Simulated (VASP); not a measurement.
# MnSn3 (Fm-3m) in VASP: notebook, part 2 of 3

VASP 6.6.1. The steps go on from the part before.

### 4 Single point, PBE

This run uses another cell than the first one, of 25.67 Å³/atom.

File INCAR:

```
PREC = Accurate ; ENCUT = 520
EDIFF = 1E-6 ; ISMEAR = 0
SIGMA = 0.1 ; LREAL = F
LASPH = T ; NELM = 100
ALGO = Fast ; ISIF = 2
LWAVE = F ; LCHARG = F
GGA = PE ; NBANDS = 36
```

File KPOINTS:

```
Automatic mesh
0
Gamma
  10 10 10
```

File POSCAR:

```
MnSn3
1.0
    0.0000000000      3.7167177337      3.7167177337
    3.7167177337      0.0000000000      3.7167177337
    3.7167177337      3.7167177337      0.0000000000
Sn Mn
3 1
Direct
    0.2500000000      0.2500000000      0.2500000000
    0.7500000000      0.7500000000      0.7500000000
    0.5000000000      0.5000000000      0.5000000000
    0.0000000000      0.0000000000      0.0000000000
```

Potentials or basis: VASP PAW PBE potentials, release 64 (Sn_d, Mn_pv).

The run is started by

```
$ cat potpaw_PBE.64/Sn_d/POTCAR potpaw_PBE.64/Mn_pv/POTCAR > POTCAR
$ mpirun -np 1 vasp_std > vasp.out
```

OUTCAR:

```text
PREC = Accurate
   ENCUT = 520
   EDIFF = 1E-6
   ISMEAR = 0
   LREAL = F
   LASPH = T
   NELM = 100
   ISIF = 2
   GGA = PE

 ion  position               nearest neighbor table
   1  0.250  0.250  0.250-   4 3.22   4 3.22   4 3.22   3 3.22   4 3.22   3 3.22   3 3.22   3 3.22
                             2 3.72   2 3.72   2 3.72   2 3.72   2 3.72   2 3.72
   2  0.750  0.750  0.750-   3 3.22   3 3.22   3 3.22   3 3.22   4 3.22   4 3.22   4 3.22   4 3.22
                             1 3.72   1 3.72   1 3.72   1 3.72   1 3.72   1 3.72
   3  0.500  0.500  0.500-   1 3.22   1 3.22   1 3.22   1 3.22   2 3.22   2 3.22   2 3.22   2 3.22

   4  0.000  0.000  0.000-   2 3.22   2 3.22   2 3.22   1 3.22   2 3.22   1 3.22   1 3.22   1 3.22

  LATTYP: Found a face centered cubic cell.
 ALAT       =     7.4334354674

  Lattice vectors:

 A1 = (   0.0000000000,   3.7167177337,   3.7167177337)
 A2 = (   3.7167177337,   0.0000000000,   3.7167177337)
 A3 = (   3.7167177337,   3.7167177337,   0.0000000000)

Analysis of symmetry for initial positions (statically):
=====================================================================
 Subroutine PRICEL returns:
 Original cell was already a primitive cell.

 Routine SETGRP: Setting up the symmetry group for a
 face centered cubic supercell.

 Subroutine GETGRP returns: Found 48 space group operations
 (whereof 48 operations were pure point group operations)
 out of a pool of 48 trial point group operations.

The static configuration has the point symmetry O_h .

Analysis of symmetry for dynamics (positions and initial velocities):
=====================================================================
 Subroutine PRICEL returns:
 Original cell was already a primitive cell.

 Routine SETGRP: Setting up the symmetry group for a
 face centered cubic supercell.

 Subroutine GETGRP returns: Found 48 space group operations
 (whereof 48 operations were pure point group operations)
 out of a pool of 48 trial point group operations.

The dynamic configuration has the point symmetry O_h .

 Subroutine INISYM returns: Found 48 space group operations
 (whereof 48 operations are pure point group operations),
 and found     1 'primitive' translations

----------------------------------------------------------------------------------------

                                     Primitive cell

  volume of cell :     102.6854

  direct lattice vectors                    reciprocal lattice vectors
     0.000000000  3.716717734  3.716717734    -0.134527300  0.134527300  0.134527300
     3.716717734  0.000000000  3.716717734     0.134527300 -0.134527300  0.134527300
     3.716717734  3.716717734  0.000000000     0.134527300  0.134527300 -0.134527300

  length of vectors
     5.256232627  5.256232627  5.256232627     0.233008118  0.233008118  0.233008118

  position of ions in fractional coordinates (direct lattice)
     0.250000000  0.250000000  0.250000000
     0.750000000  0.750000000  0.750000000
     0.500000000  0.500000000  0.500000000
     0.000000000  0.000000000  0.000000000

  ion indices of the primitive-cell ions
   primitive index   ion index
                 1           1
                 2           2
                 3           3
                 4           4

----------------------------------------------------------------------------------------

 KPOINTS: Automatic mesh

Automatic generation of k-mesh.
 Grid dimensions read from file:
 generate k-points for:   10   10   10

 Generating k-lattice:

  Cartesian coordinates                     Fractional coordinates (reciprocal lattice)
    -0.013452730  0.013452730  0.013452730     0.100000000  0.000000000  0.000000000
     0.013452730 -0.013452730  0.013452730     0.000000000  0.100000000  0.000000000
     0.013452730  0.013452730 -0.013452730     0.000000000  0.000000000  0.100000000

  Length of vectors
     0.023300812  0.023300812  0.023300812

  Shift w.r.t. Gamma in fractional coordinates (k-lattice)
     0.000000000  0.000000000  0.000000000

 Subroutine IBZKPT returns following result:
 ===========================================

 Found     47 irreducible k-points:

 Following reciprocal coordinates:
            Coordinates               Weight
  0.000000  0.000000  0.000000      1.000000
  0.100000  0.000000  0.000000      8.000000
  0.200000  0.000000  0.000000      8.000000
  0.300000  0.000000  0.000000      8.000000
  0.400000  0.000000  0.000000      8.000000
  0.500000  0.000000  0.000000      4.000000
[... 16 lines left out ...]
  0.300000  0.300000  0.000000      6.000000
  0.400000  0.300000  0.000000     24.000000
 [... further k-points ...]
   k-points           NKPTS =     47   k-points in BZ     NKDIM =     47   number of bands    NBANDS=     36
   number of dos      NEDOS =    301   number of ions     NIONS =      4
   total plane-waves  NPLWV =  64000
   dimension x,y,z NGX =    40 NGY =   40 NGZ =   40
   dimension x,y,z NGXF=    80 NGYF=   80 NGZF=   80
   ions per type =               3   1
   NGX,Y,Z   is equivalent  to a cutoff of  12.65, 12.65, 12.65 a.u.
   NGXF,Y,Z  is equivalent  to a cutoff of  25.30, 25.30, 25.30 a.u.
 SYSTEM =  unknown system
   PREC   = accura    normal or accurate (medium, high low for compatibility)
   ISTART =      0    job   : 0-new  1-cont  2-samecut
   ICHARG =      2    charge: 1-file 2-atom 10-const
   ISPIN  =      1    spin polarized calculation?
   LNONCOLLINEAR =      F non collinear calculations
   LSORBIT =      F    spin-orbit coupling
   LASPH  =      T    aspherical Exc in radial PAW
   ENCUT  =  520.0 eV  38.22 Ry    6.18 a.u.   9.77  9.77  9.77*2*pi/ulx,y,z
   NELM   =    100;   NELMIN=  2; NELMDL= -5     # of ELM steps
   EDIFF  = 0.1E-05   stopping-criterion for ELM
   LREAL  =      F    real-space projection
   EDIFFG = 0.1E-04   stopping-criterion for IOM
   NSW    =      0    number of steps for IOM
   IBRION =     -1    ionic relax: 0-MD 1-quasi-New 2-CG
   NFREE  =      0    steps in history (QN), initial steepest desc. (CG)
   ISIF   =      2    stress and relaxation
   ISYM   =      2    0-nonsym 1-usesym 2-fastsym
   POTIM  = 0.5000    time-step for ionic-motion
   TEBEG  =    0.0;   TEEND  =   0.0 temperature during run
   PSTRESS=    0.0 pullay stress
   NELECT =      55.0000    total number of electrons
   NUPDOWN=      -1.0000    fix difference up-down
   EMIN   =  10.00;   EMAX   =-10.00  energy-range for DOS
   EFERMI =   0.00;   METHOD = LEGACY
   ISMEAR =     0;   SIGMA  =   0.10  broadening in eV -4-tet -1-fermi 0-gaus
   EFERMI_NEDOS =   21; number of points for ismear=-14 and -15
   IALGO  =     68    algorithm
   IMIX   =      4    mixing-type and parameters
     AMIX     =   0.40;   BMIX     =  1.00
     AMIX_MAG =   1.60;   BMIX_MAG =  1.00
  volume/ion in A,a.u.               =      25.67       173.24
  Fermi-wavevector in a.u.,A,eV,Ry     =   1.329514  2.512417 24.049749  1.767607
  Thomas-Fermi vector in A             =   2.458670
   LORBIT       =      0    0 simple, 1 ext, 2 COOP (PROOUT), +10 PAW based schemes
   GGA     = PE    functional components
   LHFCALC =     F    Hartree Fock is set to
   AEXX    =    0.0000 exact exchange contribution
   IVDW    =     0    specifies the selected vdW correction
   LEPSILON=     F    determine dielectric tensor
   LRPA    =     F    only Hartree local field effects (RPA)
 non-spin polarized calculation
 RMM-DIIS sequential band-by-band and
 Gauss-broadening in eV      SIGMA  =   0.10
  energy-cutoff  :      520.00
  volume of cell :      102.69
 maximum number of plane-waves:      2788
   NGX = 19   NGY = 19   NGZ = 19

 number of electron      55.0000013 magnetization

 Free energy of the ion-electron system (eV)
  ---------------------------------------------------
  ext. energy  EPLUGINS =         0.00000000
  ---------------------------------------------------
  free energy    TOTEN  =       -17.34460314 eV

  energy without entropy =      -17.28630161  energy(sigma->0) =      -17.31545237

 E-fermi :   7.0244     XC(G=0): -10.3636

 val. band max:        7.0201627037   @ k =   0.4000   0.3000   0.1000
 cond. band min:       7.0246362553   @ k =   0.4000   0.4000   0.0000
 fundamental gap:      0.0044735516
 Fermi energy:         7.0244269247

 k-point     1 :       0.0000    0.0000    0.0000
  band No.  band energies     occupation
      1     -40.3441      2.00000
      2     -40.3440      2.00000
      3     -40.3440      2.00000
      4     -14.4381      2.00000
      5     -14.4381      2.00000
      6     -14.4381      2.00000
[... 28 lines left out ...]
     35       8.8554      0.00000
     36      10.4240      0.00000
[... 866 lines left out ...]
      6     -14.4270      2.00000
[... 28 lines left out ...]
     35      12.2495      0.00000
     36      12.6420      0.00000

 [... further k-points ...]
[... 5 lines left out ...]
  --------------------------------------------------------------------------------------
  -------------------------------------------------------------------------------------
  Total       -5.0755252     -5.0755252     -5.0755252      0.0000000      0.0000000      0.0000000
  in kB      -79.1922787    -79.1922787    -79.1922787      0.0000000      0.0000000      0.0000000
  external PRESSURE =     -79.1922787 kB  Pullay stress =       0.0000000 kB

 VOLUME and BASIS-vectors are now :
 -----------------------------------------------------------------------------
  energy-cutoff  :      520.00
  volume of cell :      102.69
      direct lattice vectors                 reciprocal lattice vectors
     0.000000000  3.716717734  3.716717734    -0.134527300  0.134527300  0.134527300
     3.716717734  0.000000000  3.716717734     0.134527300 -0.134527300  0.134527300
     3.716717734  3.716717734  0.000000000     0.134527300  0.134527300 -0.134527300

 POSITION                                       TOTAL-FORCE (eV/Angst)
 -----------------------------------------------------------------------------------
      1.85836      1.85836      1.85836        -0.000000      0.000000      0.000000
      5.57508      5.57508      5.57508         0.000000     -0.000000      0.000000
      3.71672      3.71672      3.71672         0.000000      0.000000     -0.000000
      0.00000      0.00000      0.00000         0.000000      0.000000     -0.000000
 -----------------------------------------------------------------------------------
    total drift:                               -0.000000      0.000000      0.000000

  FREE ENERGIE OF THE ION-ELECTRON SYSTEM (eV)
  ---------------------------------------------------
  free  energy   TOTEN  =       -17.3446031401 eV

  energy  without entropy=      -17.2863016060  energy(sigma->0) =      -17.31545237
```

OSZICAR:

```text
N       E                     dE             d eps       ncg     rms          rms(c)
DAV:   1     0.581301453139E+03    0.58130E+03   -0.28177E+04  3480   0.230E+03
DAV:   2     0.572708577059E+02   -0.52403E+03   -0.51448E+03  3384   0.604E+02
DAV:   3    -0.153533654347E+02   -0.72624E+02   -0.70824E+02  3604   0.196E+02
DAV:   4    -0.193038051292E+02   -0.39504E+01   -0.38773E+01  3960   0.474E+01
DAV:   5    -0.194299060715E+02   -0.12610E+00   -0.12600E+00  4388   0.877E+00    0.178E+01
RMM:   6    -0.548358928681E+02   -0.35406E+02   -0.10468E+02  3782   0.455E+01    0.595E+01
RMM:   7    -0.193245705928E+02    0.35511E+02   -0.24378E+01  3819   0.228E+01    0.162E+01
RMM:   8    -0.173385254434E+02    0.19860E+01   -0.30053E+00  3777   0.681E+00    0.229E+00
RMM:   9    -0.175266544610E+02   -0.18813E+00   -0.51926E-01  3744   0.376E+00    0.598E+00
RMM:  10    -0.173438077669E+02    0.18285E+00   -0.23523E-01  3984   0.165E+00    0.235E-01
RMM:  11    -0.173450781909E+02   -0.12704E-02   -0.18177E-02  4444   0.704E-01    0.486E-01
RMM:  12    -0.173449106307E+02    0.16756E-03   -0.55006E-03  4361   0.443E-01    0.303E-01
RMM:  13    -0.173445929875E+02    0.31764E-03   -0.18338E-03  4995   0.192E-01    0.754E-02
RMM:  14    -0.173445961703E+02   -0.31827E-05   -0.26648E-04  4714   0.940E-02    0.303E-02
RMM:  15    -0.173446023430E+02   -0.61727E-05   -0.89887E-05  4794   0.458E-02    0.215E-02
RMM:  16    -0.173446031401E+02   -0.79711E-06   -0.99384E-06  3192   0.173E-02
   1 F= -.17344603E+02 E0= -.17315452E+02  d E =-.583015E-01
```

Run time: 4.3 min. Hardware: 1 thread of AMD EPYC 9R14 (Zen 4), shared host; peak memory 0.3 GiB.

What came out:

```yaml
Free_energy: -17.3446 eV
Pressure: -7.9 GPa
Band_gap_on_the_k_mesh: zero (an odd number of electrons rules out a gap without spin polarisation)
```

Levels at points of the mesh, in eV from the Fermi level:
```csv
k point,band 25,band 26,band 27,band 28,band 29,band 30,band 31,band 32
"(0.00, 0.00, 0.00)",-0.66,-0.66,-0.66,-0.25,-0.25,1.31,1.31,1.31
"(0.50, 0.00, 0.00)",-0.63,-0.63,-0.28,-0.28,0.52,0.68,0.68,2.72
"(0.50, 0.50, 0.00)",-0.33,-0.33,-0.13,0.07,0.36,3.23,3.69,3.69
```

Caveat: the cell stands under tension; spin-orbit coupling is left out, which moves the levels of the heavy elements; the run has no spin polarisation, though such a crystal can be magnetic.

(Part 2 of 3 ends here.)
